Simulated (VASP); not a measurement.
Wanted: the native input for a VASP 6.6.1 run.

```yaml
Task: single point
Functional: PBE
Potentials_or_basis: VASP PAW PBE potentials, release 64 (B, As)
Cutoff: 520 eV
k_mesh: 6 × 6 × 6
Occupations: gaussian, width 0.01 eV
Spin: no spin polarisation
Dipole_correction: no
Further_INCAR_settings: ALGO = Normal; EDIFF = 1e-06; NBANDS = 11
```

The structure of BAs lies in POSCAR:

```
BAs
1.0
    0.0000000000      2.3679489280      2.3679489280
    2.3679489280      0.0000000000      2.3679489280
    2.3679489280      2.3679489280      0.0000000000
B As
1 1
Direct
    0.0000000000      0.0000000000      0.0000000000
    0.2500000000      0.2500000000      0.2500000000
```

This cell differs from its parent crystal: strain -1.0%.

One way to write it, as run:

INCAR

```
  ALGO = Normal
  EDIFF = 1E-6
  ENCUT = 520
  GGA = PE
  ISIF = 2
  ISMEAR = 0
  LASPH = T
  LCHARG = T
  LELF = T
  LREAL = F
  LVHAR = T
  LWAVE = F
  NBANDS = 11
  NELM = 100
  PREC = Accurate
  SIGMA = 0.01
```

KPOINTS

```
k-points
0
Gamma
  6 6 6
```

Potentials or basis: VASP PAW PBE potentials, release 64 (B, As).

The run is started by

```bash
$ cat potpaw_PBE.64/B/POTCAR potpaw_PBE.64/As/POTCAR > POTCAR
$ mpirun -np 1 vasp_std > vasp.out
```

Results of the run:

```
Pressure               : 7.5 GPa
Band gap on the k mesh : 1.25 eV, indirect (least direct gap 3.31 eV)
```

Caveat: the cell differs from its parent crystal (strain -1.0%).

Run time: 6.3 s on 1 thread of Intel Xeon 6975P-C (shared host), peak memory 0.15 GiB.
